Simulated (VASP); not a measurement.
# Ga3Sb: relaxation of shape and atoms at fixed volume with PBE

Ga3Sb:

```
Ga Sb
1.0
    -2.33049    2.33049    4.30310
     2.33049   -2.33049    4.30310
     2.33049    2.33049   -4.30310
Ga Sb
3 1
Cartesian
  0.0000 2.3305 2.1515
  2.3305 0.0000 2.1515
  0.0000 0.0000 4.3031
  0.0000 0.0000 0.0000
```

```
Program                : VASP 6.6.1
Task                   : relaxation of shape and atoms at fixed volume
Functional             : PBE
Potentials or basis    : VASP PAW PBE potentials, release 64 (Ga_d, Sb)
Cutoff                 : 600 eV
k mesh                 : 14 × 14 × 14
Occupations            : gaussian, width 0.1 eV
Spin                   : no spin polarisation
Dipole correction      : no
Further INCAR settings : ALGO = Fast; EDIFF = 1e-07; IBRION = 2; EDIFFG = -0.01; NSW = 50; ISIF = 4
```

```yaml
Pressure_after_relaxing: -2.3 GPa
Band_gap_on_the_k_mesh: zero (bands 22 and 23 overlap by 4.01 eV)
```

Final structure:
```xyz
4
Lattice="-2.3305 2.3305 4.3031 2.3305 -2.3305 4.3031 2.3305 2.3305 -4.3031" Properties=species:S:1:pos:R:3 pbc="T T T"
Ga    0.0000    2.3305    2.1515
Ga    2.3305    0.0000    2.1515
Ga    0.0000    0.0000    4.3031
Sb    0.0000    0.0000    0.0000
```

Levels at points of the mesh, in eV from the Fermi level:
| k point | band 19 | band 20 | band 21 | band 22 | band 23 | band 24 | band 25 | band 26 |
| --- | --- | --- | --- | --- | --- | --- | --- | --- |
| (0.00, 0.00, 0.00) | -2.64 | -2.39 | -1.74 | -1.74 | -0.38 | -0.38 | 0.27 | 0.58 |
| (0.50, 0.00, 0.00) | -4.30 | -1.56 | -1.45 | -0.85 | -0.21 | 1.57 | 2.65 | 3.33 |
| (0.50, 0.50, 0.00) | -5.13 | -4.34 | -3.97 | 0.81 | 0.97 | 1.36 | 1.80 | 5.35 |
| (0.50, 0.50, 0.50) | -3.53 | -3.32 | -3.32 | 2.34 | 3.46 | 3.47 | 3.99 | 4.89 |

It took 42 min on 1 thread of Oxide Virtual Turin-like Processor, on a shared host, peak memory 0.76 GiB.

Caveat: the relaxation stopped at its first step, so nothing moved; spin-orbit coupling is left out, which moves the levels of the heavy elements.
